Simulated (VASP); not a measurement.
# WSe2 (P6_3/mmc) in VASP: single point with LDA

Aim: the single point of WSe2 with LDA.

Program: VASP 6.6.1. These are calculated values, not measurements. Logs are shortened: lines on timing, memory, paths and dates and some standing lists are left out, and cuts for length are marked.

## (1) The cell of the first run

It takes space group P6_3/mmc (No. 194, hexagonal). Conventional cell: a = 3.290 Å, b = 3.290 Å, c = 12.970 Å, α = 90.00°, β = 90.00°, γ = 120.00°. Within 3.3 Å of W (site symmetry -6m2) lie 6 Se at 2.53 Å and 6 W at 3.29 Å. Within 3.4 Å of Se (site symmetry 3m) lie 3 W at 2.53 Å and 7 Se at 3.29 to 3.35 Å.

## (2) Single point, LDA

Contents of INCAR:

```
ALGO     = Normal         # electronic algorithm
EDIFF    = 1E-7           # SCF threshold, eV
ENCUT    = 520            # plane-wave cutoff, eV
GGA      = CA             # functional
ISIF     = 2              # what is computed and relaxed
ISMEAR   = 0              # smearing method
LASPH    = T              # aspherical terms in the spheres
LCHARG   = F              # write CHGCAR
LREAL    = F              # projectors in reciprocal space
LWAVE    = F              # write WAVECAR
NBANDS   = 35             # bands
NELM     = 60             # most SCF steps
PREC     = Accurate       # precision mode
SIGMA    = 0.05           # smearing width, eV
```

Contents of KPOINTS:

```
k-points
0
Gamma
  12 12 2
```

Contents of POSCAR:

```
WSe2
1.0
    3.2899984505      0.0000000000      0.0000000000
   -1.6449992252      2.8492222365      0.0000000000
    0.0000000000      0.0000000000     12.9700000000
W Se
2 4
Direct
    0.3333333333      0.6666666667      0.2500000000
    0.6666666667      0.3333333333      0.7500000000
    0.3333333333      0.6666666667      0.6210000000
    0.6666666667      0.3333333333      0.1210000000
    0.3333333333      0.6666666667      0.8790000000
    0.6666666667      0.3333333333      0.3790000000
```

Potentials or basis: VASP PAW LDA potentials, release 64 (W_sv, Se).

On the command line:

```console
cat potpaw_LDA.64/W_sv/POTCAR potpaw_LDA.64/Se/POTCAR > POTCAR
mpirun -np 1 vasp_std > vasp.out
```

OUTCAR:

```text
EDIFF = 1E-7
   ENCUT = 520
   GGA = CA
   ISIF = 2
   ISMEAR = 0
   LASPH = T
   LREAL = F
   NELM = 60
   PREC = Accurate

 ion  position               nearest neighbor table
   1  0.333  0.667  0.250-   4 2.53   6 2.53   4 2.53   6 2.53   4 2.53   6 2.53
   2  0.667  0.333  0.750-   3 2.53   5 2.53   3 2.53   5 2.53   3 2.53   5 2.53
   3  0.333  0.667  0.621-   2 2.53   2 2.53   2 2.53
   4  0.667  0.333  0.121-   1 2.53   1 2.53   1 2.53
   5  0.333  0.667  0.879-   2 2.53   2 2.53   2 2.53
   6  0.667  0.333  0.379-   1 2.53   1 2.53   1 2.53

  LATTYP: Found a hexagonal cell.
 ALAT       =     3.2899984505
 C/A-ratio  =     3.9422510968

  Lattice vectors:

 A1 = (   3.2899984505,   0.0000000000,   0.0000000000)
 A2 = (  -1.6449992252,   2.8492222365,   0.0000000000)
 A3 = (   0.0000000000,   0.0000000000,  12.9700000000)

Analysis of symmetry for initial positions (statically):
=====================================================================
 Subroutine PRICEL returns:
 Original cell was already a primitive cell.

 Routine SETGRP: Setting up the symmetry group for a
 hexagonal supercell.

 Subroutine GETGRP returns: Found 24 space group operations
 (whereof 12 operations were pure point group operations)
 out of a pool of 24 trial point group operations.

The static configuration has the point symmetry D_3d.
 The point group associated with its full space group is D_6h.

Analysis of symmetry for dynamics (positions and initial velocities):
=====================================================================
 Subroutine PRICEL returns:
 Original cell was already a primitive cell.

 Routine SETGRP: Setting up the symmetry group for a
 hexagonal supercell.

 Subroutine GETGRP returns: Found 24 space group operations
 (whereof 12 operations were pure point group operations)
 out of a pool of 24 trial point group operations.

The dynamic configuration has the point symmetry D_3d.
 The point group associated with its full space group is D_6h.

 Subroutine INISYM returns: Found 24 space group operations
 (whereof 12 operations are pure point group operations),
 and found     1 'primitive' translations

----------------------------------------------------------------------------------------

                                     Primitive cell

  volume of cell :     121.5800

  direct lattice vectors                    reciprocal lattice vectors
     3.289998451  0.000000000  0.000000000     0.303951511  0.175486487  0.000000000
    -1.644999225  2.849222237  0.000000000     0.000000000  0.350972973  0.000000000
     0.000000000  0.000000000 12.970000000     0.000000000  0.000000000  0.077101002

  length of vectors
     3.289998451  3.289998450 12.970000000     0.350972973  0.350972973  0.077101002

  position of ions in fractional coordinates (direct lattice)
     0.333333333  0.666666667  0.250000000
     0.666666667  0.333333333  0.750000000
     0.333333333  0.666666667  0.621000000
     0.666666667  0.333333333  0.121000000
     0.333333333  0.666666667  0.879000000
     0.666666667  0.333333333  0.379000000

  ion indices of the primitive-cell ions
   primitive index   ion index
                 1           1
                 2           2
                 3           3
                 4           4
                 5           5
                 6           6

----------------------------------------------------------------------------------------

 KPOINTS: k-points

Automatic generation of k-mesh.
 Grid dimensions read from file:
 generate k-points for:   12   12    2

 Generating k-lattice:

  Cartesian coordinates                     Fractional coordinates (reciprocal lattice)
     0.025329293  0.014623874  0.000000000     0.083333333 -0.000000000  0.000000000
     0.000000000  0.029247748  0.000000000     0.000000000  0.083333333  0.000000000
     0.000000000  0.000000000  0.038550501     0.000000000  0.000000000  0.500000000

  Length of vectors
     0.029247748  0.029247748  0.038550501

  Shift w.r.t. Gamma in fractional coordinates (k-lattice)
     0.000000000  0.000000000  0.000000000

 Subroutine IBZKPT returns following result:
 ===========================================

 Found     38 irreducible k-points:

 Following reciprocal coordinates:
            Coordinates               Weight
  0.000000  0.000000  0.000000      1.000000
  0.083333 -0.000000  0.000000      6.000000
  0.166667 -0.000000  0.000000      6.000000
  0.250000 -0.000000  0.000000      6.000000
  0.333333 -0.000000  0.000000      6.000000
  0.416667 -0.000000  0.000000      6.000000
[... 16 lines left out ...]
  0.250000 -0.000000  0.500000      6.000000
  0.333333 -0.000000  0.500000      6.000000
 [... further k-points ...]
   k-points           NKPTS =     38   k-points in BZ     NKDIM =     38   number of bands    NBANDS=     35
   number of dos      NEDOS =    301   number of ions     NIONS =      6
   total plane-waves  NPLWV =  55296
   dimension x,y,z NGX =    24 NGY =   24 NGZ =   96
   dimension x,y,z NGXF=    48 NGYF=   48 NGZF=  192
   ions per type =               2   4
   NGX,Y,Z   is equivalent  to a cutoff of  12.13, 12.13, 12.31 a.u.
   NGXF,Y,Z  is equivalent  to a cutoff of  24.25, 24.25, 24.61 a.u.
 SYSTEM =  unknown system
   PREC   = accura    normal or accurate (medium, high low for compatibility)
   ISTART =      0    job   : 0-new  1-cont  2-samecut
   ICHARG =      2    charge: 1-file 2-atom 10-const
   ISPIN  =      1    spin polarized calculation?
   LNONCOLLINEAR =      F non collinear calculations
   LSORBIT =      F    spin-orbit coupling
   LASPH  =      T    aspherical Exc in radial PAW
   ENCUT  =  520.0 eV  38.22 Ry    6.18 a.u.   6.12  6.12 24.12*2*pi/ulx,y,z
   NELM   =     60;   NELMIN=  2; NELMDL= -5     # of ELM steps
   EDIFF  = 0.1E-06   stopping-criterion for ELM
   LREAL  =      F    real-space projection
   EDIFFG = 0.1E-05   stopping-criterion for IOM
   NSW    =      0    number of steps for IOM
   IBRION =     -1    ionic relax: 0-MD 1-quasi-New 2-CG
   NFREE  =      0    steps in history (QN), initial steepest desc. (CG)
   ISIF   =      2    stress and relaxation
   ISYM   =      2    0-nonsym 1-usesym 2-fastsym
   POTIM  = 0.5000    time-step for ionic-motion
   TEBEG  =    0.0;   TEEND  =   0.0 temperature during run
   PSTRESS=    0.0 pullay stress
   NELECT =      52.0000    total number of electrons
   NUPDOWN=      -1.0000    fix difference up-down
   EMIN   =  10.00;   EMAX   =-10.00  energy-range for DOS
   EFERMI =   0.00;   METHOD = LEGACY
   ISMEAR =     0;   SIGMA  =   0.05  broadening in eV -4-tet -1-fermi 0-gaus
   EFERMI_NEDOS =   21; number of points for ismear=-14 and -15
   IALGO  =     38    algorithm
   IMIX   =      4    mixing-type and parameters
     AMIX     =   0.40;   BMIX     =  1.00
     AMIX_MAG =   1.60;   BMIX_MAG =  1.00
  volume/ion in A,a.u.               =      20.26       136.74
  Fermi-wavevector in a.u.,A,eV,Ry     =   1.233451  2.330885 20.699927  1.521402
  Thomas-Fermi vector in A             =   2.368181
   LORBIT       =      0    0 simple, 1 ext, 2 COOP (PROOUT), +10 PAW based schemes
   GGA     = CA    functional components
   LHFCALC =     F    Hartree Fock is set to
   AEXX    =    0.0000 exact exchange contribution
   IVDW    =     0    specifies the selected vdW correction
   LEPSILON=     F    determine dielectric tensor
   LRPA    =     F    only Hartree local field effects (RPA)
 non-spin polarized calculation
 Gauss-broadening in eV      SIGMA  =   0.05
  energy-cutoff  :      520.00
  volume of cell :      121.58
 maximum number of plane-waves:      3324
   NGX = 13   NGY = 13   NGZ = 49

 number of electron      51.9999994 magnetization

 Free energy of the ion-electron system (eV)
  ---------------------------------------------------
  ext. energy  EPLUGINS =         0.00000000
  ---------------------------------------------------
  free energy    TOTEN  =       -48.46077750 eV

  energy without entropy =      -48.46077750  energy(sigma->0) =      -48.46077750

 E-fermi :   6.5048     XC(G=0): -11.0113

 val. band max:        6.2439713530   @ k =   0.0000   0.0000   0.0000
 cond. band min:       7.1545509848   @ k =   0.1667   0.1667   0.0000
 fundamental gap:      0.9105796319
 Fermi energy:         6.5047591404

 k-point     1 :       0.0000    0.0000    0.0000
  band No.  band energies     occupation
      1     -67.6438      2.00000
      2     -67.6437      2.00000
      3     -32.1531      2.00000
      4     -32.1530      2.00000
      5     -32.0147      2.00000
      6     -32.0147      2.00000
[... 27 lines left out ...]
     34       9.1774      0.00000
     35      10.6394      0.00000

 k-point     2 :       0.0833   -0.0000    0.0000
  band No.  band energies     occupation
      1     -67.6431      2.00000
      2     -67.6430      2.00000
      3     -32.1500      2.00000
      4     -32.1500      2.00000
      5     -32.0309      2.00000
      6     -32.0309      2.00000
[... 27 lines left out ...]
     34       9.1196      0.00000
     35      11.2768      0.00000

 k-point     3 :       0.1667   -0.0000    0.0000
  band No.  band energies     occupation
      1     -67.6411      2.00000
      2     -67.6411      2.00000
      3     -32.1415      2.00000
      4     -32.1415      2.00000
      5     -32.0749      2.00000
      6     -32.0749      2.00000
[... 27 lines left out ...]
     34       9.5750      0.00000
     35      12.2100      0.00000

 k-point     4 :       0.2500   -0.0000    0.0000
  band No.  band energies     occupation
      1     -67.6384      2.00000
      2     -67.6384      2.00000
      3     -32.1343      2.00000
      4     -32.1343      2.00000
      5     -32.1300      2.00000
      6     -32.1300      2.00000
[... 27 lines left out ...]
     34      10.0389      0.00000
     35      12.5338      0.00000

 k-point     5 :       0.3333   -0.0000    0.0000
  band No.  band energies     occupation
      1     -67.6358      2.00000
      2     -67.6358      2.00000
      3     -32.1932      2.00000
      4     -32.1932      2.00000
      5     -32.1184      2.00000
      6     -32.1184      2.00000
[... 638 lines left out ...]
 k-point    22 :       0.1667   -0.0000    0.5000
  band No.  band energies     occupation
      1     -67.6411      2.00000
      2     -67.6411      2.00000
      3     -32.1415      2.00000
      4     -32.1415      2.00000
      5     -32.0749      2.00000
      6     -32.0749      2.00000
[... 27 lines left out ...]
     34       9.4921      0.00000
     35      12.5210      0.00000

 k-point    23 :       0.2500   -0.0000    0.5000
  band No.  band energies     occupation
      1     -67.6384      2.00000
      2     -67.6384      2.00000
      3     -32.1343      2.00000
      4     -32.1343      2.00000
      5     -32.1300      2.00000
      6     -32.1300      2.00000
[... 27 lines left out ...]
     34       9.8884      0.00000
     35      12.5387      0.00000

 k-point    24 :       0.3333   -0.0000    0.5000
  band No.  band energies     occupation
      1     -67.6358      2.00000
      2     -67.6358      2.00000
      3     -32.1932      2.00000
      4     -32.1932      2.00000
      5     -32.1184      2.00000
      6     -32.1184      2.00000
[... 27 lines left out ...]
     34      10.1571      0.00000
     35      11.7663      0.00000

 [... further k-points ...]

------------------------ aborting loop because EDIFF is reached ----------------------------------------

  FORCE on cell =-STRESS in cart. coord.  units (eV):
  Direction    XX          YY          ZZ          XY          YZ          ZX
  --------------------------------------------------------------------------------------
  -------------------------------------------------------------------------------------
  Total       -2.6512690     -2.6512690     -2.1940750     -0.0000000      0.0000000      0.0000000
  in kB      -34.9383498    -34.9383498    -28.9134598     -0.0000000      0.0000000      0.0000000
  external PRESSURE =     -32.9300532 kB  Pullay stress =       0.0000000 kB

 VOLUME and BASIS-vectors are now :
 -----------------------------------------------------------------------------
  energy-cutoff  :      520.00
  volume of cell :      121.58
      direct lattice vectors                 reciprocal lattice vectors
     3.289998451  0.000000000  0.000000000     0.303951511  0.175486487  0.000000000
    -1.644999225  2.849222237  0.000000000     0.000000000  0.350972973  0.000000000
     0.000000000  0.000000000 12.970000000     0.000000000  0.000000000  0.077101002

 POSITION                                       TOTAL-FORCE (eV/Angst)
 -----------------------------------------------------------------------------------
     -0.00000      1.89948      3.24250         0.000000     -0.000000      0.000000
      1.64500      0.94974      9.72750        -0.000000      0.000000      0.000000
     -0.00000      1.89948      8.05437         0.000000      0.000000      0.261089
      1.64500      0.94974      1.56937        -0.000000     -0.000000      0.261089
     -0.00000      1.89948     11.40063         0.000000      0.000000     -0.261089
      1.64500      0.94974      4.91563         0.000000     -0.000000     -0.261089
 -----------------------------------------------------------------------------------
    total drift:                               -0.000000      0.000000     -0.000000

  FREE ENERGIE OF THE ION-ELECTRON SYSTEM (eV)
  ---------------------------------------------------
  free  energy   TOTEN  =       -48.4607775042 eV

  energy  without entropy=      -48.4607775042  energy(sigma->0) =      -48.46077750
```

Run time: 3.4 min. Hardware: 1 thread of AMD EPYC 7R13, shared host; peak memory 0.24 GiB.

Results:

```
Free energy            : -48.4608 eV
Pressure               : -3.3 GPa
Largest force          : 0.261 eV/Å
Band gap on the k mesh : 0.91 eV (least direct gap 1.51 eV)
```

Forces in eV/Å, atoms in the order of the input:
```
W    0.000  0.000  0.000
W    0.000  0.000  0.000
Se   0.000  0.000  0.261
Se   0.000  0.000  0.261
Se   0.000  0.000 -0.261
Se   0.000  0.000 -0.261
```

Levels at points of the mesh, in eV from the valence-band top:
```csv
k point,band 24,band 25,band 26,band 27,band 28,band 29
"(0.00, 0.00, 0.00)",-1.14,-1.02,0.00,2.62,2.62,2.67
"(0.50, 0.00, 0.00)",-1.34,-1.26,-1.08,2.07,2.11,2.25
"(0.00, 0.00, 0.50)",-1.54,-0.21,-0.21,2.63,2.63,2.63
"(0.50, 0.00, 0.50)",-1.32,-1.21,-1.21,2.09,2.09,2.46
```

Caveat: the cell stands under tension; spin-orbit coupling is left out, which moves the levels of the heavy elements. A k mesh can miss the band edges.
